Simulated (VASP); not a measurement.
# Y (P6_3/mmc) in VASP: notebook, part 2 of 3

VASP 6.6.1. The steps go on from the part before.

**3. Single point, PBE**

This run uses another cell than the first one, of 32.86 Å³/atom, 0.995 times its volume.

Input file INCAR:

```
SYSTEM = Y
PREC = Accurate ; ENCUT = 520
EDIFF = 1E-7 ; ISMEAR = 0
SIGMA = 0.1 ; LREAL = .False.
LASPH = .True. ; NELM = 60
ALGO = Normal ; ISIF = 2
LWAVE = .False. ; LCHARG = .False.
GGA = PE ; NBANDS = 18
```

Input file KPOINTS:

```
Automatic mesh
0
Gamma
  12 12 6
  0 0 0
```

Input file POSCAR:

```
Y
1.0
    3.6571046517      0.0000000000      0.0000000000
   -1.8285523259      3.1671455327      0.0000000000
    0.0000000000      0.0000000000      5.6740659780
Y
2
Direct
    0.3333333333      0.6666666667      0.2500000000
    0.6666666667      0.3333333333      0.7500000000
```

Potentials or basis: VASP PAW PBE potentials, release 64 (Y_sv).

Launch:

```sh
$ cat potpaw_PBE.64/Y_sv/POTCAR > POTCAR
$ mpirun -np 1 vasp_std > vasp.out
```

OUTCAR:

```text
SYSTEM = Y
   PREC = Accurate
   ENCUT = 520
   EDIFF = 1E-7
   ISMEAR = 0
   LREAL = .False.
   LASPH = .True.
   NELM = 60
   ISIF = 2
   GGA = PE

 ion  position               nearest neighbor table
   1  0.333  0.667  0.250-   2 3.54   2 3.54   2 3.54   2 3.54   2 3.54   2 3.54
   2  0.667  0.333  0.750-   1 3.54   1 3.54   1 3.54   1 3.54   1 3.54   1 3.54

  LATTYP: Found a hexagonal cell.
 ALAT       =     3.6571046517
 C/A-ratio  =     1.5515186243

  Lattice vectors:

 A1 = (   3.6571046517,   0.0000000000,   0.0000000000)
 A2 = (  -1.8285523259,   3.1671455327,   0.0000000000)
 A3 = (   0.0000000000,   0.0000000000,   5.6740659780)

Analysis of symmetry for initial positions (statically):
=====================================================================
 Subroutine PRICEL returns:
 Original cell was already a primitive cell.

 Routine SETGRP: Setting up the symmetry group for a
 hexagonal supercell.

 Subroutine GETGRP returns: Found 24 space group operations
 (whereof 12 operations were pure point group operations)
 out of a pool of 24 trial point group operations.

The static configuration has the point symmetry D_3d.
 The point group associated with its full space group is D_6h.

Analysis of symmetry for dynamics (positions and initial velocities):
=====================================================================
 Subroutine PRICEL returns:
 Original cell was already a primitive cell.

 Routine SETGRP: Setting up the symmetry group for a
 hexagonal supercell.

 Subroutine GETGRP returns: Found 24 space group operations
 (whereof 12 operations were pure point group operations)
 out of a pool of 24 trial point group operations.

The dynamic configuration has the point symmetry D_3d.
 The point group associated with its full space group is D_6h.

 Subroutine INISYM returns: Found 24 space group operations
 (whereof 12 operations are pure point group operations),
 and found     1 'primitive' translations

----------------------------------------------------------------------------------------

                                     Primitive cell

  volume of cell :      65.7203

  direct lattice vectors                    reciprocal lattice vectors
     3.657104652  0.000000000  0.000000000     0.273440357  0.157870863  0.000000000
    -1.828552326  3.167145533  0.000000000     0.000000000  0.315741727  0.000000000
     0.000000000  0.000000000  5.674065978     0.000000000  0.000000000  0.176240460

  length of vectors
     3.657104652  3.657104652  5.674065978     0.315741727  0.315741727  0.176240460

  position of ions in fractional coordinates (direct lattice)
     0.333333333  0.666666667  0.250000000
     0.666666667  0.333333333  0.750000000

  ion indices of the primitive-cell ions
   primitive index   ion index
                 1           1
                 2           2

----------------------------------------------------------------------------------------

 KPOINTS: Automatic mesh

Automatic generation of k-mesh.
 Grid dimensions read from file:
 generate k-points for:   12   12    6

 Generating k-lattice:

  Cartesian coordinates                     Fractional coordinates (reciprocal lattice)
     0.022786696  0.013155905  0.000000000     0.083333333  0.000000000  0.000000000
     0.000000000  0.026311811  0.000000000     0.000000000  0.083333333  0.000000000
     0.000000000  0.000000000  0.029373410     0.000000000  0.000000000  0.166666667

  Length of vectors
     0.026311811  0.026311811  0.029373410

  Shift w.r.t. Gamma in fractional coordinates (k-lattice)
     0.000000000  0.000000000  0.000000000

 Subroutine IBZKPT returns following result:
 ===========================================

 Found     76 irreducible k-points:

 Following reciprocal coordinates:
            Coordinates               Weight
  0.000000  0.000000  0.000000      1.000000
  0.083333  0.000000  0.000000      6.000000
  0.166667  0.000000  0.000000      6.000000
  0.250000  0.000000  0.000000      6.000000
  0.333333  0.000000  0.000000      6.000000
  0.416667  0.000000  0.000000      6.000000
[... 16 lines left out ...]
  0.250000  0.000000  0.166667     12.000000
  0.333333  0.000000  0.166667     12.000000
 [... further k-points ...]
   k-points           NKPTS =     76   k-points in BZ     NKDIM =     76   number of bands    NBANDS=     18
   number of dos      NEDOS =    301   number of ions     NIONS =      2
   total plane-waves  NPLWV =  32928
   dimension x,y,z NGX =    28 NGY =   28 NGZ =   42
   dimension x,y,z NGXF=    56 NGYF=   56 NGZF=   84
   ions per type =               2
   NGX,Y,Z   is equivalent  to a cutoff of  12.73, 12.73, 12.31 a.u.
   NGXF,Y,Z  is equivalent  to a cutoff of  25.46, 25.46, 24.61 a.u.
 SYSTEM =  Y
   PREC   = accura    normal or accurate (medium, high low for compatibility)
   ISTART =      0    job   : 0-new  1-cont  2-samecut
   ICHARG =      2    charge: 1-file 2-atom 10-const
   ISPIN  =      1    spin polarized calculation?
   LNONCOLLINEAR =      F non collinear calculations
   LSORBIT =      F    spin-orbit coupling
   LASPH  =      T    aspherical Exc in radial PAW
   ENCUT  =  520.0 eV  38.22 Ry    6.18 a.u.   6.80  6.80 10.55*2*pi/ulx,y,z
   NELM   =     60;   NELMIN=  2; NELMDL= -5     # of ELM steps
   EDIFF  = 0.1E-06   stopping-criterion for ELM
   LREAL  =      F    real-space projection
   EDIFFG = 0.1E-05   stopping-criterion for IOM
   NSW    =      0    number of steps for IOM
   IBRION =     -1    ionic relax: 0-MD 1-quasi-New 2-CG
   NFREE  =      0    steps in history (QN), initial steepest desc. (CG)
   ISIF   =      2    stress and relaxation
   ISYM   =      2    0-nonsym 1-usesym 2-fastsym
   POTIM  = 0.5000    time-step for ionic-motion
   TEBEG  =    0.0;   TEEND  =   0.0 temperature during run
   PSTRESS=    0.0 pullay stress
   NELECT =      22.0000    total number of electrons
   NUPDOWN=      -1.0000    fix difference up-down
   EMIN   =  10.00;   EMAX   =-10.00  energy-range for DOS
   EFERMI =   0.00;   METHOD = LEGACY
   ISMEAR =     0;   SIGMA  =   0.10  broadening in eV -4-tet -1-fermi 0-gaus
   EFERMI_NEDOS =   21; number of points for ismear=-14 and -15
   IALGO  =     38    algorithm
   IMIX   =      4    mixing-type and parameters
     AMIX     =   0.40;   BMIX     =  1.00
     AMIX_MAG =   1.60;   BMIX_MAG =  1.00
  volume/ion in A,a.u.               =      32.86       221.75
  Fermi-wavevector in a.u.,A,eV,Ry     =   1.136709  2.148068 17.580174  1.292106
  Thomas-Fermi vector in A             =   2.273414
   LORBIT       =      0    0 simple, 1 ext, 2 COOP (PROOUT), +10 PAW based schemes
   GGA     = PE    functional components
   LHFCALC =     F    Hartree Fock is set to
   AEXX    =    0.0000 exact exchange contribution
   IVDW    =     0    specifies the selected vdW correction
   LEPSILON=     F    determine dielectric tensor
   LRPA    =     F    only Hartree local field effects (RPA)
 non-spin polarized calculation
 Gauss-broadening in eV      SIGMA  =   0.10
  energy-cutoff  :      520.00
  volume of cell :       65.72
 maximum number of plane-waves:      1791
 NGX is ok and might be reduce to    28
   NGX = 13   NGY = 13   NGZ = 21

 number of electron      22.0000000 magnetization

 Free energy of the ion-electron system (eV)
  ---------------------------------------------------
  ext. energy  EPLUGINS =         0.00000000
  ---------------------------------------------------
  free energy    TOTEN  =       -12.87781153 eV

  energy without entropy =      -12.86080483  energy(sigma->0) =      -12.86930818

 E-fermi :   3.0007     XC(G=0):  -9.4250

 val. band max:        2.9835985251   @ k =   0.3333   0.2500   0.3333
 cond. band min:       3.0034031071   @ k =   0.4167   0.1667   0.3333
 fundamental gap:      0.0198045820
 Fermi energy:         3.0007421586

 k-point     1 :       0.0000    0.0000    0.0000
  band No.  band energies     occupation
      1     -39.6954      2.00000
      2     -39.6192      2.00000
      3     -19.9745      2.00000
      4     -19.5032      2.00000
      5     -19.5032      2.00000
      6     -19.4090      2.00000
[... 10 lines left out ...]
     17       5.7233      0.00000
     18       5.7233      0.00000
[... 463 lines left out ...]
 k-point    24 :       0.3333    0.0000    0.1667
  band No.  band energies     occupation
      1     -39.6515      2.00000
      2     -39.6135      2.00000
      3     -19.8517      2.00000
      4     -19.7275      2.00000
      5     -19.6829      2.00000
      6     -19.5811      2.00000
[... 10 lines left out ...]
     17       6.9297      0.00000
     18       7.0255      0.00000

 [... further k-points ...]
[... 5 lines left out ...]
  --------------------------------------------------------------------------------------
  -------------------------------------------------------------------------------------
  Total       -0.0426567     -0.0426567     -0.0671081      0.0000000     -0.0000000     -0.0000000
  in kB       -1.0399149     -1.0399149     -1.6360094      0.0000000     -0.0000000     -0.0000000
  external PRESSURE =      -1.2386131 kB  Pullay stress =       0.0000000 kB

 VOLUME and BASIS-vectors are now :
 -----------------------------------------------------------------------------
  energy-cutoff  :      520.00
  volume of cell :       65.72
      direct lattice vectors                 reciprocal lattice vectors
     3.657104652  0.000000000  0.000000000     0.273440357  0.157870863  0.000000000
    -1.828552326  3.167145533  0.000000000     0.000000000  0.315741727  0.000000000
     0.000000000  0.000000000  5.674065978     0.000000000  0.000000000  0.176240460

 POSITION                                       TOTAL-FORCE (eV/Angst)
 -----------------------------------------------------------------------------------
     -0.00000      2.11143      1.41852         0.000000      0.000000      0.000000
      1.82855      1.05572      4.25555        -0.000000      0.000000      0.000000
 -----------------------------------------------------------------------------------
    total drift:                               -0.000000      0.000000     -0.000000

  FREE ENERGIE OF THE ION-ELECTRON SYSTEM (eV)
  ---------------------------------------------------
  free  energy   TOTEN  =       -12.8778115268 eV

  energy  without entropy=      -12.8608048337  energy(sigma->0) =      -12.86930818
```

OSZICAR:

```text
N       E                     dE             d eps       ncg     rms          rms(c)
DAV:   1     0.882206764333E+02    0.88221E+02   -0.11304E+04  2736   0.116E+03
DAV:   2    -0.569153916613E+01   -0.93912E+02   -0.92381E+02  3390   0.257E+02
DAV:   3    -0.130689955000E+02   -0.73775E+01   -0.73191E+01  4820   0.432E+01
DAV:   4    -0.132688498044E+02   -0.19985E+00   -0.19968E+00  3382   0.727E+00
DAV:   5    -0.132743479982E+02   -0.54982E-02   -0.54968E-02  4036   0.885E-01    0.328E+01
DAV:   6    -0.129442422611E+02    0.33011E+00   -0.42659E-01  2972   0.397E+00    0.204E+01
DAV:   7    -0.128894848064E+02    0.54757E-01   -0.84609E-01  3568   0.516E+00    0.186E+00
DAV:   8    -0.128787141476E+02    0.10771E-01   -0.16257E-01  3346   0.227E+00    0.135E+00
DAV:   9    -0.128777117178E+02    0.10024E-02   -0.39880E-03  3752   0.388E-01    0.434E-01
DAV:  10    -0.128778932550E+02   -0.18154E-03   -0.19957E-03  2964   0.392E-01    0.371E-01
DAV:  11    -0.128778171312E+02    0.76124E-04   -0.14389E-04  3438   0.102E-01    0.704E-02
DAV:  12    -0.128778098632E+02    0.72680E-05   -0.30261E-05  3034   0.459E-02    0.120E-02
DAV:  13    -0.128778113801E+02   -0.15169E-05   -0.34605E-06  3280   0.143E-02    0.253E-03
DAV:  14    -0.128778115013E+02   -0.12113E-06   -0.96826E-08  2760   0.226E-03    0.527E-04
DAV:  15    -0.128778115268E+02   -0.25518E-07   -0.15260E-08  1640   0.994E-04
   1 F= -.12877812E+02 E0= -.12869308E+02  d E =-.170067E-01
```

It took 40 s on 1 thread of Intel Xeon 6975P-C (Granite Rapids), shared host; peak memory 0.23 GiB.

What came out:

```yaml
Free_energy: -12.8778 eV
Pressure: -0.1 GPa
Band_gap_on_the_k_mesh: zero (band 11 reaches 3.99 eV, above the bottom of band 12 at 2.53 eV)
```

Levels at points of the mesh, in eV from the Fermi level:
| k point | band 9 | band 10 | band 11 | band 12 | band 13 | band 14 |
| --- | --- | --- | --- | --- | --- | --- |
| (0.00, 0.00, 0.00) | -4.69 | -1.84 | 0.95 | 1.73 | 1.73 | 2.12 |
| (0.50, 0.00, 0.00) | -1.69 | -1.19 | -0.80 | -0.14 | 1.42 | 1.44 |
| (0.00, 0.00, 0.50) | -3.23 | -3.23 | 0.99 | 0.99 | 1.63 | 1.63 |
| (0.50, 0.00, 0.50) | -1.65 | -1.65 | 0.08 | 0.08 | 1.38 | 1.38 |

[end of part 2 of 3]
